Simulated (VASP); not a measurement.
Wanted: the native input for a VASP 6.6.1 run.

```
Task                   : single point
Functional             : PBE
Potentials or basis    : VASP PAW PBE potentials, release 64 (C)
Cutoff                 : 520 eV
k mesh                 : 3 × 3 × 3
Occupations            : gaussian, width 0.1 eV
Spin                   : no spin polarisation
Dipole correction      : no
Further INCAR settings : LREAL = Auto; ALGO = Normal; EDIFF = 1e-06; NBANDS = 46; ISYM = 0
```

The structure of C lies in POSCAR:

```
C
1.0
    5.1799050347      0.3112271787     -0.0910630885
    0.2941997347      4.7782492878     -0.0355437881
   -0.0885387943     -0.0410599706      5.4531425300
C
16
Direct
    0.5479055488      0.2499654052      0.7221769292
    0.8706996358      0.6536367504      0.3099664789
    0.0434375254      0.0274880473      0.6010631568
    0.2234865506      0.1040743234      0.4384915281
    0.7211305321      0.7351624697      0.7240349669
    0.8873393459      0.8142560868      0.5402119207
    0.7406498866      0.4299147065      0.7714066152
    0.3800789304      0.5242591697      0.3288199576
    0.1153818717      0.2878855570      0.0307174978
    0.2638918028      0.0627149784      0.1657876356
    0.5744111686      0.9551985688      0.8413053583
    0.9846097522      0.2464113512      0.8111731403
    0.3900380917      0.3067443746      0.5124986559
    0.5792315558      0.6550885466      0.2281111735
    0.4712720449      0.8938515009      0.0718697176
    0.0947308218      0.5322362384      0.2013777292
```

These files were run (other wordings do the same):

INCAR

```
SYSTEM = C
PREC = Accurate ; ENCUT = 520
EDIFF = 1E-6 ; ISMEAR = 0
SIGMA = 0.1 ; LREAL = Auto
LASPH = .True. ; NELM = 80
ALGO = Normal ; ISIF = 2
LWAVE = .False. ; LCHARG = .False.
GGA = PE ; ISYM = 0
NBANDS = 46
```

KPOINTS

```
regular mesh
0
Gamma
  3 3 3
  0 0 0
```

Potentials or basis: VASP PAW PBE potentials, release 64 (C).

The run is started by

```sh
$ cat potpaw_PBE.64/C/POTCAR > POTCAR
$ mpirun -np 1 vasp_std > vasp.out
```

It gave:

| Property | Result |
| --- | --- |
| Pressure | 0.4 GPa |
| Largest force | 0.043 eV/Å |
| Band gap on the k mesh | zero (band 32 reaches 5.60 eV, above the bottom of band 33 at 4.95 eV) |

Caveat: the k points lie up to 0.44 Å⁻¹ apart.

It took 44 s on 1 thread of Intel(R) Xeon(R) 6975P-C (Granite Rapids) (shared host), peak memory 0.25 GiB.
